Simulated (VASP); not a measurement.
# Zn15Se16 (a cell with a defect) in VASP: notebook, part 2 of 2

VASP 6.6.1. The steps go on from the part before.

### Step 3. Single point, PBEsol, collinear spin (atoms taken out, then relaxed in part)

File INCAR:

```
SYSTEM = Zn15Se16
PREC     = Accurate       ! precision mode
ENCUT    = 520            ! plane-wave cutoff, eV
EDIFF    = 1E-7           ! SCF threshold, eV
ISMEAR   = 0              ! smearing method
SIGMA    = 0.01           ! smearing width, eV
LREAL    = Auto         
LASPH    = .TRUE.         ! aspherical terms in the spheres
NELM     = 150            ! most SCF steps
ALGO     = Normal         ! electronic algorithm
ISIF     = 2              ! what is computed and relaxed
LWAVE    = .FALSE.        ! write WAVECAR
LCHARG   = .FALSE.        ! write CHGCAR
ISPIN    = 2              ! spin polarisation
MAGMOM   = 0 0 0 0 0 0 0 0 0 0 0 0 0 0 0 0.25 0 0.25 0.25 0 0 0 0 0 0 0 0.25 0 0 0 0 ! initial moments
LORBIT   = 11             ! projections on sites
GGA      = PS             ! functional
NBANDS   = 163            ! bands
NELECT   = 277.0        
LUSENCCL = .FALSE.
```

File KPOINTS:

```
Automatic mesh
0
Gamma
  2 2 2
  0.5 0.5 0.5
```

File POSCAR:

```
Zn15Se16
1.0
   -5.6332473651     -5.6332473651      5.6332473651
    5.6332473651     -5.6332473651     -5.6332473651
    5.6332473651      5.6332473651      5.6332473651
Zn Se
15 16
Direct
    0.0086162514      0.4997056533      0.5009108238
    0.5012711137      0.2579103667      0.2490501938
    0.2499427705      0.2582400652      0.5002821113
   -0.0011600957      0.2483823254      0.7563379889
    0.7499829806      0.4996311926      0.7493073774
    0.5014225170      0.4996241970      0.0074886585
    1.0085769568      0.7509629511      0.2495142192
    0.7500905488     -0.0004147628      0.2493120023
    0.4915246689     -0.0072437481      0.4909765635
    0.2499119515     -0.0003034952      0.7491190384
   -0.0013836388      0.0063949650     -0.0022674089
    0.7573652155      0.2484516629     -0.0017301150
    0.7425891087      0.7412413451      0.4908220292
    0.4912248279      0.7411359774      0.7420361547
    0.2501061332      0.7509164849      0.0078900758
    0.2501702488      0.7364951446      0.2495463191
   -0.0005391677      0.7484766025      0.4982347938
    0.4867450622      0.4994493624      0.2488762550
    0.2498098598      0.4997962134      0.4856866860
    0.0010758030      0.4996948505      0.7502216275
    0.7489452944      0.7497815911      0.7483915093
    0.4989846593      0.7485915270     -0.0010326788
    0.0010923580      0.0002833565      0.2491584253
    0.7508995919      0.2507306375      0.2494477234
    0.4989563072      0.2494734071      0.4981086804
    0.2500458086      0.2508195546      0.7497680297
    0.0132150864      0.2625068722      0.0122798825
    0.7509495801      0.4996519202      0.0004218356
    0.7491899898     -0.0010367101      0.4996484232
    0.5004298524     -0.0009273589      0.7486640184
    0.2499920780      0.0002175879      0.0002324174
```

Potentials or basis: VASP PAW PBE potentials, release 64 (Zn, Se).

Run with:

```sh
cat potpaw_PBE.64/Zn/POTCAR potpaw_PBE.64/Se/POTCAR > POTCAR
mpirun -np 1 vasp_std > vasp.out
```

It took 5.1 min on 1 × NVIDIA H100 80GB with 1 thread of AMD EPYC 7R13 (Zen 3), shared host; peak memory 2.3 GiB.

It converged, with:

```
Free energy                                           : -102.1418 eV
Largest force                                         : 0.029 eV/Å
Net moment                                            : 1.00 μB per cell
Site moments                                          : Zn +0.01, +0.00 (each value once); Se +0.09, +0.02, +0.10 (each value once) μB
Valence electrons inside the program's atomic spheres : Zn 10.79; Se 3.85, 3.89 (each value once)
```

Forces in eV/Å, atoms in the order of the input:
```
Zn   0.001  0.001 -0.006
Zn   0.000  0.001 -0.001
Zn  -0.003  0.000 -0.001
Zn  -0.001  0.000  0.000
Zn  -0.001  0.000 -0.002
Zn  -0.002  0.000 -0.001
Zn   0.000  0.001 -0.002
Zn   0.000  0.000 -0.001
Zn  -0.002 -0.001  0.002
Zn   0.000  0.000  0.001
Zn   0.001 -0.001 -0.001
Zn  -0.001  0.000 -0.002
Zn  -0.002  0.000  0.000
Zn  -0.001 -0.005  0.000
Zn  -0.004  0.000  0.000
Se  -0.017  0.015  0.015
Se   0.002 -0.001  0.001
Se   0.016  0.015 -0.016
Se  -0.015 -0.016 -0.008
Se  -0.003 -0.003  0.002
Se   0.000  0.000  0.002
Se  -0.002  0.003 -0.003
Se   0.003  0.003  0.002
Se   0.000 -0.001 -0.001
Se   0.002  0.003  0.002
Se   0.003 -0.001 -0.001
Se   0.013 -0.018  0.019
Se  -0.001  0.000  0.002
Se  -0.002  0.003 -0.001
Se   0.001  0.002  0.001
Se   0.013  0.000 -0.001
```

Levels at points of the mesh, in eV from the Fermi level:
Spin up:
| k point | band 136 | band 137 | band 138 | band 139 | band 140 | band 141 | band 142 | band 143 |
| --- | --- | --- | --- | --- | --- | --- | --- | --- |
| (0.25, 0.25, 0.25) | -0.30 | -0.05 | -0.05 | -0.04 | 2.92 | 2.92 | 2.92 | 3.19 |
Spin down:
```
           k point  band 136  band 137  band 138  band 139  band 140  band 141  band 142  band 143
(0.25, 0.25, 0.25)     -0.28      0.06      0.06      0.06      2.93      2.94      2.94      3.21
```

Caveat: the k points lie up to 0.39 Å⁻¹ apart; the cell carries a net charge on a neutralising background, which shifts energy and pressure; the cell differs from its parent crystal (atoms taken out, then relaxed in part); the cell is charged against a uniform background, so pressure and absolute levels hang on convention; the PAW data sets were made with another functional, which shifts forces and pressure a little.

### Step 4. Single point, PBEsol, collinear spin (atoms taken out, then relaxed in part)

File INCAR:

```
ALGO     = Normal         # electronic algorithm
EDIFF    = 1E-6           # SCF threshold, eV
ENCUT    = 520            # plane-wave cutoff, eV
GGA      = PS             # functional
ISIF     = 2              # what is computed and relaxed
ISMEAR   = 0              # smearing method
ISPIN    = 2              # spin polarisation
LASPH    = True           # aspherical terms in the spheres
LCHARG   = False          # write CHGCAR
LORBIT   = 11             # projections on sites
LREAL    = Auto         
LUSENCCL = False        
LWAVE    = False          # write WAVECAR
MAGMOM   = 0 0 0 0 0 0 0 0 0 0 0 0 0 0 0 0.5 0 0.5 0.5 0 0 0 0 0 0 0 0.5 0 0 0 0 # initial moments
NBANDS   = 163            # bands
NELECT   = 278.0        
NELM     = 150            # most SCF steps
PREC     = Accurate       # precision mode
SIGMA    = 0.01           # smearing width, eV
```

KPOINTS is that of step 3.

File POSCAR:

```
Zn15Se16
1.0
   -5.6332473651     -5.6332473651      5.6332473651
    5.6332473651     -5.6332473651     -5.6332473651
    5.6332473651      5.6332473651      5.6332473651
Zn Se
15 16
Direct
    0.0114572756      0.4995649900      0.5023139357
    0.5032112970      0.2609748822      0.2490793229
    0.2499896457      0.2610278939      0.5023099398
   -0.0032191412      0.2462855047      0.7572801259
    0.7500091171      0.4995327623      0.7490474628
    0.5032452662      0.4995294829      0.0105233250
    1.0114686747      0.7527954833      0.2491075299
    0.7499842850     -0.0004762023      0.2490350380
    0.4885715038     -0.0086575946      0.4876523207
    0.2500009759     -0.0004363358      0.7490691462
   -0.0032294651      0.0077433090     -0.0041421363
    0.7582160244      0.2463469799     -0.0041279364
    0.7417720970      0.7381156244      0.4876272905
    0.4885551879      0.7380969231      0.7408417553
    0.2500140621      0.7527832518      0.0105193166
    0.2500141734      0.7340728029      0.2490804107
    0.0002793640      0.7483188355      0.4978389994
    0.4845142455      0.4995428691      0.2490766780
    0.2499963223      0.4995606796      0.4835558004
    0.0012579432      0.4995338369      0.7506000339
    0.7484942445      0.7492782996      0.7475622603
    0.4987483425      0.7482803311     -0.0006710904
    0.0012530671      0.0010779257      0.2490884786
    0.7515079274      0.2507917047      0.2490835458
    0.4987393696      0.2498146009      0.4978368834
    0.2500065199      0.2508102719      0.7505957285
    0.0154636956      0.2650076522      0.0145472914
    0.7515365990      0.4995695952      0.0003261944
    0.7484833048     -0.0019653137      0.4987938928
    0.4997184130     -0.0019688423      0.7475579851
    0.2499934741      0.0010659364      0.0003180538
```

Run with:

```sh
cat potpaw_PBE.64/Zn/POTCAR potpaw_PBE.64/Se/POTCAR > POTCAR
mpirun -np 1 vasp_std > vasp.out
```

It took 4.4 min on 1 × NVIDIA H100 80GB with 1 thread of AMD EPYC 7R13 (Zen 3), shared host; peak memory 2.3 GiB.

The run converged. Its results:

```yaml
Free_energy: -100.8197 eV
Largest_force: 0.037 eV/Å
Net_moment: 0.00 μB per cell
Valence_electrons_inside_the_program's_atomic_spheres: Zn 10.80, 10.81 (each value once); Se 3.89, 3.90 (each value once)
```

Forces in eV/Å, atoms in the order of the input:
```
Zn   0.001  0.002 -0.001
Zn  -0.002  0.001  0.003
Zn  -0.002  0.002  0.002
Zn  -0.001  0.000 -0.003
Zn   0.001  0.001  0.001
Zn  -0.002 -0.002  0.000
Zn   0.001  0.001 -0.001
Zn   0.001  0.001  0.001
Zn   0.001 -0.001  0.001
Zn   0.000  0.001  0.001
Zn  -0.002  0.002  0.000
Zn   0.000  0.003 -0.002
Zn   0.000 -0.002  0.004
Zn   0.002 -0.001  0.002
Zn  -0.001 -0.001 -0.001
Se  -0.021  0.021  0.021
Se  -0.003  0.001  0.001
Se   0.019  0.022 -0.020
Se  -0.021 -0.022 -0.022
Se   0.002 -0.001 -0.007
Se  -0.001  0.001 -0.001
Se   0.003 -0.006  0.000
Se   0.000  0.001  0.001
Se   0.000 -0.001  0.001
Se   0.000  0.001  0.000
Se   0.001 -0.001  0.001
Se   0.020 -0.019  0.023
Se   0.003  0.002 -0.006
Se   0.003 -0.006  0.002
Se  -0.002  0.000  0.001
Se  -0.002 -0.001 -0.001
```

Levels at points of the mesh, in eV from the Fermi level:
Spin up:
| k point | band 135 | band 136 | band 137 | band 138 | band 139 | band 140 | band 141 | band 142 | band 143 | band 144 |
| --- | --- | --- | --- | --- | --- | --- | --- | --- | --- | --- |
| (0.25, 0.25, 0.25) | -0.43 | -0.43 | -0.08 | -0.08 | -0.08 | 2.75 | 2.75 | 2.75 | 3.04 | 3.55 |
Spin down:
| k point | band 135 | band 136 | band 137 | band 138 | band 139 | band 140 | band 141 | band 142 | band 143 | band 144 |
| --- | --- | --- | --- | --- | --- | --- | --- | --- | --- | --- |
| (0.25, 0.25, 0.25) | -0.43 | -0.43 | -0.08 | -0.08 | -0.08 | 2.75 | 2.75 | 2.75 | 3.04 | 3.55 |

Caveat: the cell carries a net charge on a neutralising background, which shifts energy and pressure; the cell differs from its parent crystal (atoms taken out, then relaxed in part); the cell is charged against a uniform background, so pressure and absolute levels hang on convention; the PAW data sets were made with another functional, which shifts forces and pressure a little.
